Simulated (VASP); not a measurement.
# Mg (P6/mmm) in VASP: notebook, part 2 of 3

VASP 6.6.1. The steps go on from the part before.

**3. Single point, PBE (volume scaled by 0.43)**

The input, INCAR:

```
SYSTEM = Mg
PREC = Accurate
ENCUT = 520
EDIFF = 1E-7
ISMEAR = -1
SIGMA = 0.1
LREAL = .FALSE.
LASPH = .TRUE.
NELM = 80
ALGO = Normal
ISIF = 2
LWAVE = .FALSE.
LCHARG = .TRUE.
GGA = PE
LELF = .TRUE.
LVHAR = .TRUE.
NBANDS = 7
```

The input, KPOINTS:

```
regular mesh
0
G
  14 14 13
  0 0 0
```

The input, POSCAR:

```
Mg
1.0
    2.4013257785      0.0000000000      0.0000000000
   -1.2006628893      2.0796091269      0.0000000000
    0.0000000000      0.0000000000      2.2117096066
Mg
1
Direct
    0.0000000000      0.0000000000      0.0000000000
```

Potentials or basis: VASP PAW PBE potentials, release 64 (Mg).

Command:

```sh
> cat potpaw_PBE.64/Mg/POTCAR > POTCAR
> mpirun -np 1 vasp_std > vasp.out
```

OUTCAR:

```text
SYSTEM = Mg
   PREC = Accurate
   ENCUT = 520
   EDIFF = 1E-7
   ISMEAR = -1
   LREAL = .FALSE.
   LASPH = .TRUE.
   NELM = 80
   ISIF = 2
   GGA = PE

 ion  position               nearest neighbor table
   1  0.000  0.000  0.000-

  LATTYP: Found a hexagonal cell.
 ALAT       =     2.4013257785
 C/A-ratio  =     0.9210368815

  Lattice vectors:

 A1 = (   2.4013257785,   0.0000000000,   0.0000000000)
 A2 = (  -1.2006628893,   2.0796091269,   0.0000000000)
 A3 = (   0.0000000000,   0.0000000000,   2.2117096066)

Analysis of symmetry for initial positions (statically):
=====================================================================
 Subroutine PRICEL returns:
 Original cell was already a primitive cell.

 Routine SETGRP: Setting up the symmetry group for a
 hexagonal supercell.

 Subroutine GETGRP returns: Found 24 space group operations
 (whereof 24 operations were pure point group operations)
 out of a pool of 24 trial point group operations.

The static configuration has the point symmetry D_6h.

Analysis of symmetry for dynamics (positions and initial velocities):
=====================================================================
 Subroutine PRICEL returns:
 Original cell was already a primitive cell.

 Routine SETGRP: Setting up the symmetry group for a
 hexagonal supercell.

 Subroutine GETGRP returns: Found 24 space group operations
 (whereof 24 operations were pure point group operations)
 out of a pool of 24 trial point group operations.

The dynamic configuration has the point symmetry D_6h.

 Subroutine INISYM returns: Found 24 space group operations
 (whereof 24 operations are pure point group operations),
 and found     1 'primitive' translations

----------------------------------------------------------------------------------------

                                     Primitive cell

  volume of cell :      11.0449

  direct lattice vectors                    reciprocal lattice vectors
     2.401325778  0.000000000  0.000000000     0.416436624  0.240429797  0.000000000
    -1.200662889  2.079609127  0.000000000     0.000000000  0.480859594  0.000000000
     0.000000000  0.000000000  2.211709607     0.000000000  0.000000000  0.452138923

  length of vectors
     2.401325778  2.401325778  2.211709607     0.480859594  0.480859594  0.452138923

  position of ions in fractional coordinates (direct lattice)
     0.000000000  0.000000000  0.000000000

  ion indices of the primitive-cell ions
   primitive index   ion index
                 1           1

----------------------------------------------------------------------------------------

 KPOINTS: regular mesh

Automatic generation of k-mesh.
 Grid dimensions read from file:
 generate k-points for:   14   14   13

 Generating k-lattice:

  Cartesian coordinates                     Fractional coordinates (reciprocal lattice)
     0.029745473  0.017173557  0.000000000     0.071428571  0.000000000  0.000000000
     0.000000000  0.034347114  0.000000000     0.000000000  0.071428571  0.000000000
     0.000000000  0.000000000  0.034779917     0.000000000  0.000000000  0.076923077

  Length of vectors
     0.034347114  0.034347114  0.034779917

  Shift w.r.t. Gamma in fractional coordinates (k-lattice)
     0.000000000  0.000000000  0.000000000

 Subroutine IBZKPT returns following result:
 ===========================================

 Found    168 irreducible k-points:

 Following reciprocal coordinates:
            Coordinates               Weight
  0.000000  0.000000  0.000000      1.000000
  0.071429  0.000000  0.000000      6.000000
  0.142857 -0.000000  0.000000      6.000000
  0.214286  0.000000  0.000000      6.000000
  0.285714 -0.000000  0.000000      6.000000
  0.357143  0.000000  0.000000      6.000000
[... 16 lines left out ...]
  0.285714  0.285714  0.000000      6.000000
  0.357143  0.285714  0.000000      6.000000
 [... further k-points ...]
   k-points           NKPTS =    168   k-points in BZ     NKDIM =    168   number of bands    NBANDS=      7
   number of dos      NEDOS =    301   number of ions     NIONS =      1
   total plane-waves  NPLWV =   5184
   dimension x,y,z NGX =    18 NGY =   18 NGZ =   16
   dimension x,y,z NGXF=    36 NGYF=   36 NGZF=   32
   ions per type =               1
   NGX,Y,Z   is equivalent  to a cutoff of  12.46, 12.46, 12.03 a.u.
   NGXF,Y,Z  is equivalent  to a cutoff of  24.92, 24.92, 24.05 a.u.
 SYSTEM =  Mg
   PREC   = accura    normal or accurate (medium, high low for compatibility)
   ISTART =      0    job   : 0-new  1-cont  2-samecut
   ICHARG =      2    charge: 1-file 2-atom 10-const
   ISPIN  =      1    spin polarized calculation?
   LNONCOLLINEAR =      F non collinear calculations
   LSORBIT =      F    spin-orbit coupling
   LASPH  =      T    aspherical Exc in radial PAW
   ENCUT  =  520.0 eV  38.22 Ry    6.18 a.u.   4.46  4.46  4.11*2*pi/ulx,y,z
   NELM   =     80;   NELMIN=  2; NELMDL= -5     # of ELM steps
   EDIFF  = 0.1E-06   stopping-criterion for ELM
   LREAL  =      F    real-space projection
   EDIFFG = 0.1E-05   stopping-criterion for IOM
   NSW    =      0    number of steps for IOM
   IBRION =     -1    ionic relax: 0-MD 1-quasi-New 2-CG
   NFREE  =      0    steps in history (QN), initial steepest desc. (CG)
   ISIF   =      2    stress and relaxation
   ISYM   =      2    0-nonsym 1-usesym 2-fastsym
   POTIM  = 0.5000    time-step for ionic-motion
   TEBEG  =    0.0;   TEEND  =   0.0 temperature during run
   PSTRESS=    0.0 pullay stress
   NELECT =       2.0000    total number of electrons
   NUPDOWN=      -1.0000    fix difference up-down
   EMIN   =  10.00;   EMAX   =-10.00  energy-range for DOS
   EFERMI =   0.00;   METHOD = LEGACY
   ISMEAR =    -1;   SIGMA  =   0.10  broadening in eV -4-tet -1-fermi 0-gaus
   EFERMI_NEDOS =   21; number of points for ismear=-14 and -15
   IALGO  =     38    algorithm
   IMIX   =      4    mixing-type and parameters
     AMIX     =   0.40;   BMIX     =  1.00
     AMIX_MAG =   1.60;   BMIX_MAG =  1.00
  volume/ion in A,a.u.               =      11.04        74.53
  Fermi-wavevector in a.u.,A,eV,Ry     =   0.926185  1.750236 11.671338  0.857819
  Thomas-Fermi vector in A             =   2.052120
   LORBIT       =      0    0 simple, 1 ext, 2 COOP (PROOUT), +10 PAW based schemes
   GGA     = PE    functional components
   LHFCALC =     F    Hartree Fock is set to
   AEXX    =    0.0000 exact exchange contribution
   IVDW    =     0    specifies the selected vdW correction
   LEPSILON=     F    determine dielectric tensor
   LRPA    =     F    only Hartree local field effects (RPA)
 non-spin polarized calculation
  energy-cutoff  :      520.00
  volume of cell :       11.04
 maximum number of plane-waves:       314
 NGX is ok and might be reduce to    18
   NGX =  9   NGY =  9   NGZ =  9

 number of electron       2.0000000 magnetization

 Free energy of the ion-electron system (eV)
  ---------------------------------------------------
  ext. energy  EPLUGINS =         0.00000000
  ---------------------------------------------------
  free energy    TOTEN  =         1.25609220 eV

  energy without entropy =        1.26423931  energy(sigma->0) =        1.26016576

 E-fermi :   8.0669     XC(G=0): -11.1068

 val. band max:        8.0327998204   @ k =   0.3571   0.2857   0.1538
 cond. band min:       8.0922154871   @ k =   0.4286   0.0000   0.0000
 fundamental gap:      0.0594156666
 Fermi energy:         8.0669106009

 k-point     1 :       0.0000    0.0000    0.0000
  band No.  band energies     occupation
      1      -2.6569      2.00000
      2      20.4704      0.00000
      3      25.1649      0.00000
      4      25.1649      0.00000
      5      26.7188      0.00000
      6      28.7833      0.00000
      7      31.5813      0.00000

 k-point     2 :       0.0714    0.0000    0.0000
  band No.  band energies     occupation
      1      -2.4766      2.00000
      2      20.4190      0.00000
      3      22.9579      0.00000
      4      24.8792      0.00000
      5      26.8034      0.00000
      6      30.3663      0.00000
      7      32.1437      0.00000
[... 201 lines left out ...]
 k-point    23 :       0.2857    0.2857    0.0000
  band No.  band energies     occupation
      1       5.1197      2.00000
      2       8.5268      0.01993
      3      12.3029      0.00000
      4      30.4325      0.00000
      5      30.9687      0.00000
      6      34.2907      0.00000
      7      34.5676      0.00000

 k-point    24 :       0.3571    0.2857    0.0000
  band No.  band energies     occupation
      1       6.3941      2.00000
      2       7.4187      1.99694
      3      11.7410      0.00000
      4      31.5835      0.00000
      5      31.7534      0.00000
      6      33.2860      0.00000
      7      34.6771      0.00000

 [... further k-points ...]
[... 5 lines left out ...]
  --------------------------------------------------------------------------------------
  -------------------------------------------------------------------------------------
  Total        7.6142059      7.6142059      7.5259891     -0.0000000      0.0000000      0.0000000
  in kB     1104.5218137   1104.5218136   1091.7250268     -0.0000000      0.0000000      0.0000000
  external PRESSURE =    1100.2562180 kB  Pullay stress =       0.0000000 kB

 VOLUME and BASIS-vectors are now :
 -----------------------------------------------------------------------------
  energy-cutoff  :      520.00
  volume of cell :       11.04
      direct lattice vectors                 reciprocal lattice vectors
     2.401325778  0.000000000  0.000000000     0.416436624  0.240429797  0.000000000
    -1.200662889  2.079609127  0.000000000     0.000000000  0.480859594  0.000000000
     0.000000000  0.000000000  2.211709607     0.000000000  0.000000000  0.452138923

 POSITION                                       TOTAL-FORCE (eV/Angst)
 -----------------------------------------------------------------------------------
      0.00000      0.00000      0.00000        -0.000000      0.000000      0.000000
 -----------------------------------------------------------------------------------
    total drift:                               -0.000000      0.000000      0.000000

  FREE ENERGIE OF THE ION-ELECTRON SYSTEM (eV)
  ---------------------------------------------------
  free  energy   TOTEN  =         1.2560922021 eV

  energy  without entropy=        1.2642393132  energy(sigma->0) =        1.26016576
```

OSZICAR:

```text
N       E                     dE             d eps       ncg     rms          rms(c)
DAV:   1     0.217728586631E+01    0.21773E+01   -0.99796E+02  2625   0.214E+02
DAV:   2     0.117478956942E+01   -0.10025E+01   -0.97871E+00  3409   0.158E+01
DAV:   3     0.117237207208E+01   -0.24175E-02   -0.24170E-02  2814   0.846E-01
DAV:   4     0.117237015316E+01   -0.19189E-05   -0.19191E-05  3353   0.170E-02
DAV:   5     0.117237015021E+01   -0.29509E-08   -0.34183E-08  2856   0.552E-04    0.101E+00
DAV:   6     0.122330898950E+01    0.50939E-01   -0.90129E-04  2765   0.175E-01    0.643E-01
DAV:   7     0.125589302178E+01    0.32584E-01   -0.29684E-03  2793   0.302E-01    0.275E-02
DAV:   8     0.125609074683E+01    0.19773E-03   -0.61541E-05  2751   0.443E-02    0.617E-03
DAV:   9     0.125609259052E+01    0.18437E-05   -0.14241E-06  3199   0.591E-03    0.967E-04
DAV:  10     0.125609227076E+01   -0.31976E-06   -0.10418E-07  2772   0.205E-03    0.128E-04
DAV:  11     0.125609212234E+01   -0.14842E-06   -0.27909E-09  1372   0.359E-04    0.526E-05
DAV:  12     0.125609220213E+01    0.79785E-07   -0.84899E-10  1295   0.145E-04
   1 F= 0.12560922E+01 E0= 0.12601658E+01  d E =-.814711E-02
```

stdout:

```text
POSCAR found type information on POSCAR Mg
 POSCAR found :  1 types and       1 ions
 scaLAPACK will be used
 LDA part: xc-table for (Slater+PW92), standard interpolation
 POSCAR, INCAR and KPOINTS ok, starting setup
 FFT: planning ... GRIDC
 FFT: planning ... GRID_SOFT
 FFT: planning ... GRID
 WAVECAR not read
 entering main loop
```

Run time: 10 s. Hardware: 1 thread of AMD EPYC 7R13 (Zen 3), shared host; peak memory 0.09 GiB.

Results:

```
Free energy            : 1.2561 eV
Pressure               : 110.0 GPa
Band gap on the k mesh : zero (band 1 reaches 11.62 eV, above the bottom of band 2 at 6.22 eV)
```

Levels at points of the mesh, in eV from the Fermi level:
```csv
k point,band 1,band 2,band 3,band 4,band 5
"(0.00, 0.00, 0.00)",-10.72,12.40,17.10,17.10,18.65
"(0.50, 0.00, 0.00)",-3.34,-1.58,11.49,14.03,21.63
```

(Continued in part 3 of 3.)
